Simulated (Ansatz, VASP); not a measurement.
**Two plane-wave programs on SrO**

```
Sr O
1.0
     0.00000    2.54908    2.54908
     2.54908    0.00000    2.54908
     2.54908    2.54908    0.00000
Sr O
1 1
Direct
  0.50000 0.50000 0.50000
  0.00000 0.00000 0.00000
```

Alike in both runs: task single point; functional b88 exchange, pbe correlation; k mesh 9 × 9 × 9; occupations methfessel-paxton of order 1, width 0.1 eV; no spin polarisation.

```csv
,VASP,Ansatz
version,VASP 6.6.1,Ansatz 0.2.0
potentials or method,"VASP PAW PBE potentials, release 64 (Sr_sv, O)",Ansatz PAW
plane-wave cutoff (eV),600,420
valence electrons in the cell,16,16
```

```csv
,VASP,Ansatz,Ansatz less VASP
gap on the k mesh at the Fermi level (eV),3.34,3.39,+0.049
least direct gap on the mesh (eV),3.42,3.45,+0.037
pressure (GPa),5.8,5.2,-0.57
```

VASP's potentials were made for PBE, not for b88 exchange, pbe correlation.

Noted on Ansatz's run: odd divisions of the mesh miss points on the zone boundary, where band edges often lie, so the gap on the mesh can be too wide.
